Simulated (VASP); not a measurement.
# K2Li2C (P-3m1) in VASP: further runs, part 2 of 2

VASP 6.6.1. The steps go on from the part before.

**3. Single point, PBE, collinear spin**

This run uses another cell than the first one, of 23.99 Å³/atom.

INCAR

```
ALGO     = Normal         # electronic algorithm
EDIFF    = 1E-6           # SCF threshold, eV
ENCUT    = 520            # plane-wave cutoff, eV
GGA      = PE             # functional
ISIF     = 2              # what is computed and relaxed
ISMEAR   = 0              # smearing method
ISPIN    = 2              # spin polarisation
LASPH    = True           # aspherical terms in the spheres
LCHARG   = False          # write CHGCAR
LORBIT   = 11             # projections on sites
LREAL    = False          # projectors in reciprocal space
LWAVE    = False          # write WAVECAR
MAGMOM   = 0 0 0 0 1      # initial moments
NBANDS   = 26             # bands
NELM     = 150            # most SCF steps
PREC     = Accurate       # precision mode
SIGMA    = 0.1            # smearing width, eV
```

KPOINTS

```
k-points
0
Gamma
  6 6 4
```

POSCAR

```
K2Li2C
1.0
    4.3944550900      0.0000000000      0.0000000000
   -2.1972275500      3.8057097500      0.0000000000
    0.0000000000      0.0000000000      7.1720544000
K Li C
2 2 1
Direct
    0.3333333300      0.6666666700      0.6387000100
    0.6666666700      0.3333333300      0.3612999900
    0.3333333300      0.6666666700      0.2719200000
    0.6666666700      0.3333333300      0.7280800000
    0.0000000000      0.0000000000      0.0000000000
```

Potentials or basis: VASP PAW PBE potentials, release 64 (K_sv, Li_sv, C).

Command:

```bash
$ cat potpaw_PBE.64/K_sv/POTCAR potpaw_PBE.64/Li_sv/POTCAR potpaw_PBE.64/C/POTCAR > POTCAR
$ mpirun -np 1 vasp_std > vasp.out
```

Wall time 4.9 min (1 thread of Intel Xeon 8259CL, shared host); peak memory 0.36 GiB.

It converged, with:

```yaml
Free_energy: -5.2657 eV
Largest_force: 2.561 eV/Å
Net_moment: 1.42 μB per cell
Site_moments: K -0.01; Li -0.00; C +0.66 μB
Valence_electrons_inside_the_program's_atomic_spheres: K 7.63; Li 2.08; C 2.03
```

Forces on the atoms (eV/Å):
```
K    0.000  0.000  2.312
K    0.000  0.000 -2.312
Li   0.000  0.000 -2.561
Li   0.000  0.000  2.561
C    0.000  0.000  0.000
```

Levels at points of the mesh, in eV from the Fermi level:
Spin up:
```csv
k point,band 13,band 14,band 15,band 16,band 17,band 18
"(0.00, 0.00, 0.00)",-1.56,-0.14,-0.14,0.82,1.65,1.65
"(0.50, 0.00, 0.00)",-1.13,-0.43,-0.34,0.41,0.98,2.80
"(0.00, 0.00, 0.50)",-0.15,-0.15,-0.01,0.01,1.44,1.44
"(0.50, 0.00, 0.50)",-1.28,-0.45,-0.23,0.63,1.07,1.83
```
Spin down:
| k point | band 10 | band 11 | band 12 | band 13 | band 14 | band 15 | band 16 | band 17 |
| --- | --- | --- | --- | --- | --- | --- | --- | --- |
| (0.00, 0.00, 0.00) | -15.87 | -7.17 | -2.38 | -1.19 | 1.01 | 1.13 | 1.13 | 2.05 |
| (0.50, 0.00, 0.00) | -15.80 | -6.84 | -1.08 | -0.49 | -0.40 | 0.78 | 0.89 | 1.19 |
| (0.00, 0.00, 0.50) | -15.87 | -7.14 | -2.90 | -0.07 | 0.65 | 1.33 | 1.33 | 1.37 |
| (0.50, 0.00, 0.50) | -15.80 | -6.84 | -1.15 | -0.51 | -0.30 | 0.96 | 1.09 | 1.10 |

Caveat: the cutoff is under 1.25 times the usual one of these potentials, so pressure, stress and relaxed cells hold a basis-set (Pulay) error; forces of over 1 eV/Å act on the atoms, so gaps and moduli don't describe the material at rest.

**4. Single point, PBE, collinear spin**

INCAR

```
PREC = Accurate ; ENCUT = 520
EDIFF = 1E-6 ; ISMEAR = 0
SIGMA = 0.1 ; LREAL = F
LASPH = T ; NELM = 150
ALGO = Normal ; ISIF = 2
LWAVE = F ; LCHARG = F
ISPIN = 2 ; MAGMOM = 0 0 0 0 1
LORBIT = 11 ; GGA = PE
NBANDS = 26
```

KPOINTS

```
Automatic mesh
0
Gamma
  6 6 4
```

POSCAR

```
K2Li2C
1.0
    3.9403845456      0.0000000026      0.0000000000
   -1.9701922750      3.4124731159      0.0000000000
    0.0000000000      0.0000000000      9.7178871605
K Li C
2 2 1
Direct
    0.3333333333      0.6666666667      0.7234910929
    0.6666666667      0.3333333333      0.2765089071
    0.3333333333      0.6666666667      0.0289043699
    0.6666666667      0.3333333333      0.9710956301
    0.0000000000      0.0000000000      0.0000000000
```

Potentials or basis: VASP PAW PBE potentials, release 64 (K_sv, Li_sv, C).

Command:

```bash
$ cat potpaw_PBE.64/K_sv/POTCAR potpaw_PBE.64/Li_sv/POTCAR potpaw_PBE.64/C/POTCAR > POTCAR
$ mpirun -np 1 vasp_std > vasp.out
```

OUTCAR:

```text
PREC = Accurate
   ENCUT = 520
   EDIFF = 1E-6
   ISMEAR = 0
   LREAL = F
   LASPH = T
   NELM = 150
   ISIF = 2
   ISPIN = 2
   LORBIT = 11
   GGA = PE

 ion  position               nearest neighbor table
   1  0.333  0.667  0.723-   3 2.97
   2  0.667  0.333  0.277-   4 2.97
   3  0.333  0.667  0.029-   5 2.29   5 2.29   5 2.29   4 2.34   4 2.34   4 2.34   1 2.97
   4  0.667  0.333  0.971-   5 2.29   5 2.29   5 2.29   3 2.34   3 2.34   3 2.34   2 2.97
   5  0.000  0.000  0.000-   3 2.29   4 2.29   4 2.29   3 2.29   4 2.29   3 2.29

  LATTYP: Found a hexagonal cell.
 ALAT       =     3.9403845456
 C/A-ratio  =     2.4662281176

  Lattice vectors:

 A1 = (   3.9403845456,   0.0000000026,   0.0000000000)
[... 1619 lines left out ...]

 POSITION                                       TOTAL-FORCE (eV/Angst)
 -----------------------------------------------------------------------------------
     -0.00000      2.27498      7.03080         0.000000     -0.000000     -0.014763
      1.97019      1.13749      2.68708         0.000000      0.000000      0.014763
     -0.00000      2.27498      0.28089        -0.000000     -0.000000      0.004635
      1.97019      1.13749      9.43700         0.000000      0.000000     -0.004635
      0.00000      0.00000      0.00000         0.000000      0.000000     -0.000000
 -----------------------------------------------------------------------------------
    total drift:                               -0.000000      0.000000      0.000000

  FREE ENERGIE OF THE ION-ELECTRON SYSTEM (eV)
  ---------------------------------------------------
  free  energy   TOTEN  =       -12.1939775589 eV

  energy  without entropy=      -12.1745163001  energy(sigma->0) =      -12.18424693

 total charge

# of ion       s       p       d       tot
------------------------------------------
    1        1.983   5.561   0.024   7.567
    2        1.983   5.561   0.024   7.567
    3        2.041   0.076   0.000   2.117
    4        2.041   0.076   0.000   2.117
    5        0.891   1.242   0.000   2.133
--------------------------------------------------
tot          8.938  12.515   0.048  21.501

 magnetization (x)

# of ion       s       p       d       tot
------------------------------------------
    1       -0.000   0.001   0.001   0.001
    2       -0.000   0.001   0.001   0.001
    3        0.000   0.001   0.000   0.001
    4        0.000   0.001   0.000   0.001
    5        0.003   0.049   0.000   0.052
--------------------------------------------------
tot          0.003   0.053   0.001   0.056
```

OSZICAR:

```text
N       E                     dE             d eps       ncg     rms          rms(c)
DAV:   1     0.186509537408E+03    0.18651E+03   -0.12048E+04  2496   0.979E+02
DAV:   2     0.196245858468E+01   -0.18455E+03   -0.17541E+03  2892   0.288E+02
DAV:   3    -0.181895952610E+02   -0.20152E+02   -0.19957E+02  4280   0.647E+01
[... 18 lines left out ...]
DAV:  22    -0.121939870089E+02   -0.35587E-05   -0.96814E-05  3042   0.210E-02    0.107E-02
DAV:  23    -0.121939890969E+02   -0.20880E-05   -0.12017E-04  3056   0.211E-02    0.106E-02
DAV:  24    -0.121939693616E+02    0.19735E-04   -0.41559E-04  3218   0.394E-02    0.724E-03
DAV:  25    -0.121939774055E+02   -0.80439E-05   -0.32038E-05  2562   0.171E-02    0.648E-03
DAV:  26    -0.121939775589E+02   -0.15340E-06   -0.87719E-06  3332   0.724E-03
   1 F= -.12193978E+02 E0= -.12184247E+02  d E =-.194613E-01  mag=     0.1465
```

Wall time 8 min (1 thread of Intel Xeon 8259CL, shared host); peak memory 0.36 GiB.

What came out:

| Quantity | Value |
| --- | --- |
| Free energy | -12.1940 eV |
| Largest force | 0.015 eV/Å |
| Net moment | 0.16 μB per cell |
| Site moments | K +0.00; Li +0.00; C +0.05 μB |
| Valence electrons inside the program's atomic spheres | K 7.57; Li 2.12; C 2.13 |

Forces on the atoms (eV/Å):
```
K    0.000  0.000 -0.015
K    0.000  0.000  0.015
Li   0.000  0.000  0.005
Li   0.000  0.000 -0.005
C    0.000  0.000  0.000
```

Caveat: the cutoff is under 1.25 times the usual one of these potentials, so pressure, stress and relaxed cells hold a basis-set (Pulay) error.

**5. Relaxation of cell and atoms, PBE**

INCAR

```
SYSTEM = K2Li2C
PREC = Accurate
ENCUT = 600
EDIFF = 1E-6
ISMEAR = 0
SIGMA = 0.1
LREAL = .FALSE.
LASPH = .TRUE.
NELM = 100
ALGO = Normal
ISIF = 3
LWAVE = .FALSE.
LCHARG = .FALSE.
GGA = PE
IBRION = 2
NSW = 100
EDIFFG = -0.01
```

KPOINTS

```
Automatic mesh
0
G
  12 12 4
  0 0 0
```

Edit POSCAR of step 4 so:

```diff
@@ -2,4 +2,4 @@
 1.0
-    3.9403845456      0.0000000026      0.0000000000
-   -1.9701922750      3.4124731159      0.0000000000
+    3.9403845456      0.0000000000      0.0000000000
+   -1.9701922728      3.4124731172      0.0000000000
     0.0000000000      0.0000000000      9.7178871605
```

Command:

```bash
$ cat potpaw_PBE.64/K_sv/POTCAR potpaw_PBE.64/Li_sv/POTCAR potpaw_PBE.64/C/POTCAR > POTCAR
$ mpirun -np 1 vasp_std > vasp.out
```

Wall time 13 min (1 thread of Intel Xeon 8259CL, shared host); peak memory 0.43 GiB.

The run converged. Its results:

```yaml
Free_energy: -12.2052 eV
Relaxed_volume: 26.18 Å³/atom
Relaxed_cell: a = 3.933 Å, b = 3.933 Å, c = 9.771 Å, α = 90.00°, β = 90.00°, γ = 120.00°
Space_group_after_relaxing_to_0.1_Å: P-3m1 (No. 164)
Energy_gained_by_relaxing: 0.2 meV/atom
Ionic_steps: 6
Pressure_after_relaxing: 0.0 GPa
Largest_force_after_relaxing: 0.006 eV/Å
Band_gap_on_the_k_mesh: zero (bands 14 and 15 overlap by 0.86 eV)
```

Forces on the atoms (eV/Å):
```
K    0.000  0.000 -0.002
K    0.000  0.000  0.002
Li   0.000  0.000  0.006
Li   0.000  0.000 -0.006
C    0.000  0.000  0.000
```

Step by step:
```csv
step,energy change (eV),largest force (eV/Å),pressure (GPa),volume (Å³)
1,0.0000,0.0254,-0.02,130.67
2,-0.0004,0.0200,0.00,130.61
3,-0.0007,0.0136,0.04,130.44
4,-0.0007,0.0138,0.03,130.46
5,-0.0008,0.0114,0.01,130.60
6,-0.0008,0.0059,-0.02,130.88
```

Final structure:
```cif
data_structure
_symmetry_space_group_name_H-M 'P 1'
_symmetry_Int_Tables_number 1
_cell_length_a 3.9328
_cell_length_b 3.9328
_cell_length_c 9.7713
_cell_angle_alpha 90.000
_cell_angle_beta 90.000
_cell_angle_gamma 120.000
_cell_volume 130.88
loop_
_atom_site_label
_atom_site_type_symbol
_atom_site_fract_x
_atom_site_fract_y
_atom_site_fract_z
_atom_site_occupancy
K1 K 0.33333 0.66667 0.72282 1
K2 K 0.66667 0.33333 0.27718 1
Li1 Li 0.33333 0.66667 0.02959 1
Li2 Li 0.66667 0.33333 0.97041 1
C1 C 0.00000 0.00000 0.00000 1
```

Levels at points of the mesh, in eV from the Fermi level:
| k point | band 11 | band 12 | band 13 | band 14 | band 15 | band 16 | band 17 | band 18 |
| --- | --- | --- | --- | --- | --- | --- | --- | --- |
| (0.00, 0.00, 0.00) | -8.13 | -1.88 | -1.67 | 0.63 | 0.63 | 1.33 | 1.82 | 4.34 |
| (0.50, 0.00, 0.00) | -7.83 | -1.60 | -0.43 | -0.16 | 1.18 | 1.43 | 1.82 | 3.02 |
| (0.00, 0.00, 0.50) | -8.12 | -2.33 | -0.49 | -0.15 | 0.63 | 0.63 | 2.85 | 4.20 |
| (0.50, 0.00, 0.50) | -7.83 | -1.60 | -0.43 | -0.15 | 1.05 | 1.34 | 2.34 | 2.65 |

Caveat: the cutoff is under 1.25 times the usual one of these potentials, so pressure, stress and relaxed cells hold a basis-set (Pulay) error.

**6. The runs side by side**

| task | spin | cell | k mesh | cutoff (eV) | gap on the mesh (eV) | moment (μB) | largest force (eV/Å) |
| --- | --- | --- | --- | --- | --- | --- | --- |
| single point | off | a = 3.932, b = 3.932, c = 9.767 Å, angles 90.0, 90.0, 120.0°, 5 atoms, atomic positions A | 12 × 12 × 4 | 520 | none | - | 0.01 |
| single point | collinear | a = 4.394, b = 4.394, c = 7.172 Å, angles 90.0, 90.0, 120.0°, 5 atoms, atomic positions B | 6 × 6 × 4 | 520 | none | 1.42 | 2.56 |
| single point | collinear | a = 3.940, b = 3.940, c = 9.718 Å, angles 90.0, 90.0, 120.0°, 5 atoms, atomic positions A | 6 × 6 × 4 | 520 | none | 0.16 | 0.01 |
| relaxation of cell and atoms | off | relaxed from a = 3.940, b = 3.940, c = 9.718 Å, angles 90.0, 90.0, 120.0°, 5 atoms, atomic positions A | 12 × 12 × 4 | 600 | none | - | 0.01 |

Alike in all rows: level PBE; potentials or basis VASP PAW PBE potentials, release 64 (K_sv, Li_sv, C); smearing gaussian 0.1 eV.

Caveats: the cutoff is under 1.25 times the usual one of these potentials, so pressure, stress and relaxed cells hold a basis-set (Pulay) error; forces of over 1 eV/Å act on the atoms, so gaps and moduli don't describe the material at rest (at least some runs).

Total energies depend on the potentials used, so only differences within one code and one set of settings carry meaning.
